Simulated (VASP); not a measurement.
# CoSi (WC type) (P-6m2) in VASP: notebook

CoSi (WC type) is run at these levels: PBE; tasks: single point, relaxation of shape and atoms at fixed volume, relaxation of cell and atoms.

Program: VASP 6.6.1. These are calculated values, not measurements. Logs are shortened: lines on timing, memory, paths and dates and some standing lists are left out, and cuts for length are marked.

## Step 1: The cell of the first run

It takes space group P-6m2 (No. 187, hexagonal). The conventional cell has a = 3.280 Å, b = 3.280 Å, c = 2.521 Å, α = 90.00°, β = 90.00°, γ = 120.00°. Within 3.0 Å of Co (site symmetry -6m2) lie 6 Si at 2.27 Å and 2 Co at 2.52 Å. Si (site symmetry -6m2) has 6 Co at 2.27 Å and 2 Si at 2.52 Å within 3.0 Å.

## Step 2: Single point, PBE (volume scaled by 0.94)

File INCAR:

```
SYSTEM = CoSi
PREC = Accurate
ENCUT = 600
EDIFF = 1E-6
ISMEAR = -1
SIGMA = 0.05
LREAL = .FALSE.
LASPH = .TRUE.
NELM = 120
ALGO = Normal
ISIF = 2
LWAVE = .FALSE.
LCHARG = .FALSE.
GGA = PE
NBANDS = 14
GGA_COMPAT = .FALSE.
```

File KPOINTS:

```
Automatic mesh
0
G
  16 16 14
  0 0 0
```

File POSCAR:

```
CoSi
1.0
    3.2798285676      0.0000000000      0.0000000000
   -1.6399142838      2.8404148596      0.0000000000
    0.0000000000      0.0000000000      2.5214488919
Co Si
1 1
Direct
    0.0000000000      0.0000000000      0.0000000000
    0.3333333333      0.6666666667      0.5000000000
```

Potentials or basis: VASP PAW PBE potentials, release 64 (Co, Si).

Run with:

```console
> cat potpaw_PBE.64/Co/POTCAR potpaw_PBE.64/Si/POTCAR > POTCAR
> mpirun -np 1 vasp_std > vasp.out
```

OUTCAR:

```text
SYSTEM = CoSi
   PREC = Accurate
   ENCUT = 600
   EDIFF = 1E-6
   ISMEAR = -1
   LREAL = .FALSE.
   LASPH = .TRUE.
   NELM = 120
   ISIF = 2
   GGA = PE

 ion  position               nearest neighbor table
   1  0.000  0.000  0.000-   2 2.27   2 2.27   2 2.27   2 2.27   2 2.27   2 2.27
   2  0.333  0.667  0.500-   1 2.27   1 2.27   1 2.27   1 2.27   1 2.27   1 2.27

  LATTYP: Found a hexagonal cell.
 ALAT       =     3.2798285676
 C/A-ratio  =     0.7687745990

  Lattice vectors:

 A1 = (   3.2798285676,   0.0000000000,   0.0000000000)
 A2 = (  -1.6399142838,   2.8404148596,   0.0000000000)
 A3 = (   0.0000000000,   0.0000000000,   2.5214488919)

Analysis of symmetry for initial positions (statically):
=====================================================================
 Subroutine PRICEL returns:
 Original cell was already a primitive cell.

 Routine SETGRP: Setting up the symmetry group for a
 hexagonal supercell.

 Subroutine GETGRP returns: Found 12 space group operations
 (whereof 12 operations were pure point group operations)
 out of a pool of 24 trial point group operations.

The static configuration has the point symmetry D_3h.

Analysis of symmetry for dynamics (positions and initial velocities):
=====================================================================
 Subroutine PRICEL returns:
 Original cell was already a primitive cell.

 Routine SETGRP: Setting up the symmetry group for a
 hexagonal supercell.

 Subroutine GETGRP returns: Found 12 space group operations
 (whereof 12 operations were pure point group operations)
 out of a pool of 24 trial point group operations.

The dynamic configuration has the point symmetry D_3h.

 Subroutine INISYM returns: Found 12 space group operations
 (whereof 12 operations are pure point group operations),
 and found     1 'primitive' translations

----------------------------------------------------------------------------------------

                                     Primitive cell

  volume of cell :      23.4900

  direct lattice vectors                    reciprocal lattice vectors
     3.279828568  0.000000000  0.000000000     0.304893984  0.176030624  0.000000000
    -1.639914284  2.840414860  0.000000000     0.000000000  0.352061248  0.000000000
     0.000000000  0.000000000  2.521448892     0.000000000  0.000000000  0.396597370

  length of vectors
     3.279828568  3.279828568  2.521448892     0.352061248  0.352061248  0.396597370

  position of ions in fractional coordinates (direct lattice)
     0.000000000  0.000000000  0.000000000
     0.333333333  0.666666667  0.500000000

  ion indices of the primitive-cell ions
   primitive index   ion index
                 1           1
                 2           2

----------------------------------------------------------------------------------------

 KPOINTS: Automatic mesh

Automatic generation of k-mesh.
 Grid dimensions read from file:
 generate k-points for:   16   16   14

 Generating k-lattice:

  Cartesian coordinates                     Fractional coordinates (reciprocal lattice)
     0.019055874  0.011001914  0.000000000     0.062500000  0.000000000  0.000000000
     0.000000000  0.022003828  0.000000000     0.000000000  0.062500000  0.000000000
     0.000000000  0.000000000  0.028328384     0.000000000  0.000000000  0.071428571

  Length of vectors
     0.022003828  0.022003828  0.028328384

  Shift w.r.t. Gamma in fractional coordinates (k-lattice)
     0.000000000  0.000000000  0.000000000

 Subroutine IBZKPT returns following result:
 ===========================================

 Found    240 irreducible k-points:

 Following reciprocal coordinates:
            Coordinates               Weight
  0.000000  0.000000  0.000000      1.000000
  0.062500  0.000000  0.000000      6.000000
  0.125000  0.000000  0.000000      6.000000
  0.187500  0.000000  0.000000      6.000000
  0.250000  0.000000  0.000000      6.000000
  0.312500  0.000000  0.000000      6.000000
[... 16 lines left out ...]
  0.187500  0.187500  0.000000      6.000000
  0.250000  0.187500  0.000000     12.000000
 [... further k-points ...]
   k-points           NKPTS =    240   k-points in BZ     NKDIM =    240   number of bands    NBANDS=     14
   number of dos      NEDOS =    301   number of ions     NIONS =      2
   total plane-waves  NPLWV =  15680
   dimension x,y,z NGX =    28 NGY =   28 NGZ =   20
   dimension x,y,z NGXF=    56 NGYF=   56 NGZF=   40
   ions per type =               1   1
   NGX,Y,Z   is equivalent  to a cutoff of  14.19, 14.19, 13.19 a.u.
   NGXF,Y,Z  is equivalent  to a cutoff of  28.38, 28.38, 26.37 a.u.
 SYSTEM =  CoSi
   PREC   = accura    normal or accurate (medium, high low for compatibility)
   ISTART =      0    job   : 0-new  1-cont  2-samecut
   ICHARG =      2    charge: 1-file 2-atom 10-const
   ISPIN  =      1    spin polarized calculation?
   LNONCOLLINEAR =      F non collinear calculations
   LSORBIT =      F    spin-orbit coupling
   LASPH  =      T    aspherical Exc in radial PAW
   ENCUT  =  600.0 eV  44.10 Ry    6.64 a.u.   6.55  6.55  5.04*2*pi/ulx,y,z
   NELM   =    120;   NELMIN=  2; NELMDL= -5     # of ELM steps
   EDIFF  = 0.1E-05   stopping-criterion for ELM
   LREAL  =      F    real-space projection
   EDIFFG = 0.1E-04   stopping-criterion for IOM
   NSW    =      0    number of steps for IOM
   IBRION =     -1    ionic relax: 0-MD 1-quasi-New 2-CG
   NFREE  =      0    steps in history (QN), initial steepest desc. (CG)
   ISIF   =      2    stress and relaxation
   ISYM   =      2    0-nonsym 1-usesym 2-fastsym
   POTIM  = 0.5000    time-step for ionic-motion
   TEBEG  =    0.0;   TEEND  =   0.0 temperature during run
   PSTRESS=    0.0 pullay stress
   NELECT =      13.0000    total number of electrons
   NUPDOWN=      -1.0000    fix difference up-down
   EMIN   =  10.00;   EMAX   =-10.00  energy-range for DOS
   EFERMI =   0.00;   METHOD = LEGACY
   ISMEAR =    -1;   SIGMA  =   0.05  broadening in eV -4-tet -1-fermi 0-gaus
   EFERMI_NEDOS =   21; number of points for ismear=-14 and -15
   IALGO  =     38    algorithm
   IMIX   =      4    mixing-type and parameters
     AMIX     =   0.40;   BMIX     =  1.00
     AMIX_MAG =   1.60;   BMIX_MAG =  1.00
  volume/ion in A,a.u.               =      11.75        79.26
  Fermi-wavevector in a.u.,A,eV,Ry     =   1.344090  2.539961 24.579974  1.806577
  Thomas-Fermi vector in A             =   2.472111
   LORBIT       =      0    0 simple, 1 ext, 2 COOP (PROOUT), +10 PAW based schemes
   GGA     = PE    functional components
   LHFCALC =     F    Hartree Fock is set to
   AEXX    =    0.0000 exact exchange contribution
   IVDW    =     0    specifies the selected vdW correction
   LEPSILON=     F    determine dielectric tensor
   LRPA    =     F    only Hartree local field effects (RPA)
 non-spin polarized calculation
  energy-cutoff  :      600.00
  volume of cell :       23.49
 maximum number of plane-waves:       814
 NGX is ok and might be reduce to    28
   NGX = 13   NGY = 13   NGZ = 11

 number of electron      12.9999998 magnetization

 Free energy of the ion-electron system (eV)
  ---------------------------------------------------
  ext. energy  EPLUGINS =         0.00000000
  ---------------------------------------------------
  free energy    TOTEN  =       -13.20839221 eV

  energy without entropy =      -13.20039090  energy(sigma->0) =      -13.20439156

 E-fermi :  10.7547     XC(G=0): -12.3270

 val. band max:       10.7430937665   @ k =   0.3750   0.2500   0.3571
 cond. band min:      10.7562871120   @ k =   0.3125   0.1875   0.3571
 fundamental gap:      0.0131933455
 Fermi energy:        10.7547187502

 k-point     1 :       0.0000    0.0000    0.0000
  band No.  band energies     occupation
      1      -2.1157      2.00000
      2       7.2671      2.00000
      3       7.5302      2.00000
      4       7.5302      2.00000
      5       9.8018      2.00000
      6       9.8018      2.00000
      7      14.9936      0.00000
      8      14.9936      0.00000
      9      17.0205      0.00000
     10      18.4320      0.00000
     11      18.4320      0.00000
     12      18.8880      0.00000
     13      24.0523      0.00000
     14      26.0786      0.00000

 k-point     2 :       0.0625    0.0000    0.0000
  band No.  band energies     occupation
      1      -2.0485      2.00000
      2       7.1696      2.00000
      3       7.5473      2.00000
      4       7.5634      2.00000
      5       9.7832      2.00000
      6       9.7979      2.00000
      7      14.4906      0.00000
      8      14.7202      0.00000
      9      17.0160      0.00000
     10      18.7876      0.00000
     11      18.8457      0.00000
     12      18.9705      0.00000
     13      24.2622      0.00000
     14      26.3015      0.00000

 k-point     3 :       0.1250    0.0000    0.0000
  band No.  band energies     occupation
      1      -1.8487      2.00000
      2       6.9090      2.00000
      3       7.5702      2.00000
      4       7.6622      2.00000
      5       9.7314      2.00000
      6       9.7870      2.00000
      7      13.4395      0.00000
      8      14.1053      0.00000
      9      16.9937      0.00000
     10      19.2120      0.00000
     11      19.6481      0.00000
     12      19.6807      0.00000
     13      24.7530      0.00000
     14      27.0608      0.00000
[... 324 lines left out ...]
 k-point    23 :       0.1875    0.1875    0.0000
  band No.  band energies     occupation
      1      -0.4265      2.00000
      2       5.4694      2.00000
      3       7.2756      2.00000
      4       8.3282      2.00000
      5       9.4987      2.00000
      6       9.6988      2.00000
      7      10.3817      1.99885
      8      11.4111      0.00000
      9      18.9845      0.00000
     10      20.2478      0.00000
     11      20.7951      0.00000
     12      23.3637      0.00000
     13      27.8448      0.00000
     14      27.8495      0.00000

 k-point    24 :       0.2500    0.1875    0.0000
  band No.  band energies     occupation
      1       0.1071      2.00000
      2       5.0155      2.00000
      3       7.0071      2.00000
      4       8.5488      2.00000
      5       9.4530      2.00000
      6       9.6670      2.00000
      7       9.8292      2.00000
      8      10.9668      0.02834
      9      19.2921      0.00000
     10      20.9386      0.00000
     11      21.3344      0.00000
     12      23.7884      0.00000
     13      27.2463      0.00000
     14      29.0277      0.00000

 [... further k-points ...]
[... 5 lines left out ...]
  --------------------------------------------------------------------------------------
  -------------------------------------------------------------------------------------
  Total        1.7683489      1.7683489      1.8041429      0.0000000      0.0000000      0.0000000
  in kB      120.6133677    120.6133677    123.0547627      0.0000000      0.0000000      0.0000000
  external PRESSURE =     121.4271660 kB  Pullay stress =       0.0000000 kB

 VOLUME and BASIS-vectors are now :
 -----------------------------------------------------------------------------
  energy-cutoff  :      600.00
  volume of cell :       23.49
      direct lattice vectors                 reciprocal lattice vectors
     3.279828568  0.000000000  0.000000000     0.304893984  0.176030624  0.000000000
    -1.639914284  2.840414860  0.000000000     0.000000000  0.352061248  0.000000000
     0.000000000  0.000000000  2.521448892     0.000000000  0.000000000  0.396597370

 POSITION                                       TOTAL-FORCE (eV/Angst)
 -----------------------------------------------------------------------------------
      0.00000      0.00000      0.00000         0.000000     -0.000000      0.000000
     -0.00000      1.89361      1.26072         0.000000      0.000000      0.000000
 -----------------------------------------------------------------------------------
    total drift:                               -0.000000      0.000000      0.000000

  FREE ENERGIE OF THE ION-ELECTRON SYSTEM (eV)
  ---------------------------------------------------
  free  energy   TOTEN  =       -13.2083922114 eV

  energy  without entropy=      -13.2003909021  energy(sigma->0) =      -13.20439156
```

Run time: 2 min. Hardware: 1 thread of AMD EPYC 7R43 (Zen 3), shared host; peak memory 0.18 GiB.

Results:

```
Free energy : -13.2084 eV
Pressure    : 12.1 GPa
```

Levels at points of the mesh, in eV from the Fermi level:
| k point | band 2 | band 3 | band 4 | band 5 | band 6 | band 7 | band 8 | band 9 | band 10 | band 11 |
| --- | --- | --- | --- | --- | --- | --- | --- | --- | --- | --- |
| (0.00, 0.00, 0.00) | -3.49 | -3.22 | -3.22 | -0.95 | -0.95 | 4.24 | 4.24 | 6.27 | 7.68 | 7.68 |
| (0.50, 0.00, 0.00) | -6.99 | -3.41 | -1.81 | -1.39 | -1.07 | -1.05 | 0.13 | 6.13 | 11.15 | 11.94 |
| (0.00, 0.00, 0.50) | -7.30 | -2.99 | -2.99 | -2.12 | -2.12 | 0.80 | 6.76 | 6.76 | 11.04 | 11.04 |
| (0.50, 0.00, 0.50) | -5.42 | -3.56 | -2.99 | -1.37 | -1.17 | -0.62 | 2.82 | 3.06 | 6.72 | 7.10 |

Caveat: the cell differs from its parent crystal (volume scaled by 0.94). Spin polarisation is off, so any magnetic state and its effect on volume and gap are missing.

## Step 3: Single point, PBE

This run uses another cell than the first one, of 12.49 Å³/atom, 1.064 times its volume.

File INCAR:

```
SYSTEM = CoSi
PREC     = Accurate       ! precision mode
ENCUT    = 600            ! plane-wave cutoff, eV
EDIFF    = 1E-6           ! SCF threshold, eV
ISMEAR   = -1             ! smearing method
SIGMA    = 0.05           ! smearing width, eV
LREAL    = .False.        ! projectors in reciprocal space
LASPH    = .True.         ! aspherical terms in the spheres
NELM     = 120            ! most SCF steps
ALGO     = Normal         ! electronic algorithm
ISIF     = 2              ! what is computed and relaxed
LWAVE    = .False.        ! write WAVECAR
LCHARG   = .True.         ! write CHGCAR
GGA      = PE             ! functional
LELF     = .True.         ! ELF
LVHAR    = .True.       
NBANDS   = 14             ! bands
GGA_COMPAT= .False.
```

File KPOINTS:

```
regular mesh
0
Gamma
  16 16 14
  0 0 0
```

File POSCAR:

```
CoSi
1.0
    3.3652478357      0.0000000000      0.0000000000
   -1.6826239178      2.9143901157      0.0000000000
    0.0000000000      0.0000000000      2.5479476309
Co Si
1 1
Direct
    0.0000000000      0.0000000000      0.0000000000
    0.3333333333      0.6666666667      0.5000000000
```

Potentials or basis: VASP PAW PBE potentials, release 64 (Co, Si).

Run with:

```console
> cat potpaw_PBE.64/Co/POTCAR potpaw_PBE.64/Si/POTCAR > POTCAR
> mpirun -np 1 vasp_std > vasp.out
```

Wall time 2.2 min (1 thread of AMD EPYC 7R43 (Zen 3), shared host); peak memory 0.18 GiB.

The run converged. Its results:

* Free energy: -13.2619 eV
* Pressure: -0.1 GPa

Stress tensor (GPa, compression positive):
```
-0.14  0.00  0.00
 0.00 -0.14  0.00
 0.00  0.00  0.03
```

Levels at points of the mesh, in eV from the Fermi level:
| k point | band 2 | band 3 | band 4 | band 5 | band 6 | band 7 | band 8 | band 9 | band 10 | band 11 |
| --- | --- | --- | --- | --- | --- | --- | --- | --- | --- | --- |
| (0.00, 0.00, 0.00) | -3.18 | -3.02 | -3.02 | -0.82 | -0.82 | 3.89 | 3.89 | 5.99 | 7.36 | 7.36 |
| (0.50, 0.00, 0.00) | -6.63 | -3.10 | -1.75 | -1.19 | -1.03 | -0.90 | 0.08 | 5.78 | 10.80 | 11.76 |
| (0.00, 0.00, 0.50) | -6.90 | -2.77 | -2.77 | -1.91 | -1.91 | 0.81 | 6.39 | 6.39 | 10.54 | 10.54 |
| (0.50, 0.00, 0.50) | -5.14 | -3.29 | -2.76 | -1.17 | -1.06 | -0.56 | 2.53 | 3.01 | 6.54 | 6.68 |

Spin polarisation is off, so any magnetic state and its effect on volume and gap are missing.

## Step 4: Relaxation of shape and atoms at fixed volume, PBE

File INCAR:

```
PREC = Accurate
ENCUT = 600
EDIFF = 1E-7
ISMEAR = -1
SIGMA = 0.05
LREAL = F
LASPH = T
NELM = 120
ALGO = Normal
ISIF = 4
LWAVE = F
LCHARG = F
GGA = PE
IBRION = 2
NSW = 50
EDIFFG = -0.005
GGA_COMPAT = F
NELMIN = 4
```

File KPOINTS:

```
regular mesh
0
Gamma
  16 16 14
```

File POSCAR:

```
CoSi
1.0
    3.2965500322      0.0000000000      0.0000000000
   -1.6482750161      2.8548960727      0.0000000000
    0.0000000000      0.0000000000      2.4959341049
Co Si
1 1
Direct
    0.0000000000      0.0000000000      0.0000000000
    0.3333333333      0.6666666667      0.5000000000
```

Run with:

```console
> cat potpaw_PBE.64/Co/POTCAR potpaw_PBE.64/Si/POTCAR > POTCAR
> mpirun -np 1 vasp_std > vasp.out
```

Wall time 92 s (1 thread of Intel Xeon Platinum 8488C (Sapphire Rapids), shared host); peak memory 0.21 GiB.

It converged, with:

```yaml
Free_energy: -13.2084 eV
Energy_gained_by_relaxing: 1.7 meV/atom
Ionic_steps: 3
Pressure_after_relaxing: 12.1 GPa
```

Step by step:
```
step  energy change (eV)  largest force (eV/Å)  pressure (GPa)  volume (Å³)
   1              0.0000                0.0000           12.80        23.49
   2             -0.0034                0.0000           12.15        23.49
   3             -0.0034                0.0000           12.15        23.49
```

Final structure:
```yaml
crystal:
  lattice:
    - [3.27887, 0.00000, 0.00000]
    - [-1.63943, 2.83958, 0.00000]
    - [0.00000, 0.00000, 2.52292]
  atoms:
    - { symbol: Co, position: [0.00000, 0.00000, 0.00000] }
    - { symbol: Si, position: [0.33333, 0.66667, 0.50000] }
```

Levels at points of the mesh, in eV from the Fermi level:
```tsv
k point	band 3	band 4	band 5	band 6	band 7	band 8	band 9	band 10
(0.00, 0.00, 0.00)	-3.22	-3.22	-0.96	-0.96	4.24	4.24	6.27	7.68
(0.50, 0.00, 0.00)	-3.41	-1.81	-1.40	-1.06	-1.06	0.14	6.13	11.13
(0.00, 0.00, 0.50)	-2.99	-2.99	-2.12	-2.12	0.79	6.76	6.76	11.05
(0.50, 0.00, 0.50)	-3.56	-3.00	-1.37	-1.17	-0.62	2.81	3.05	6.72
```

Spin polarisation is off, so any magnetic state and its effect on volume and gap are missing.

(Continued in part 2 of 2.)
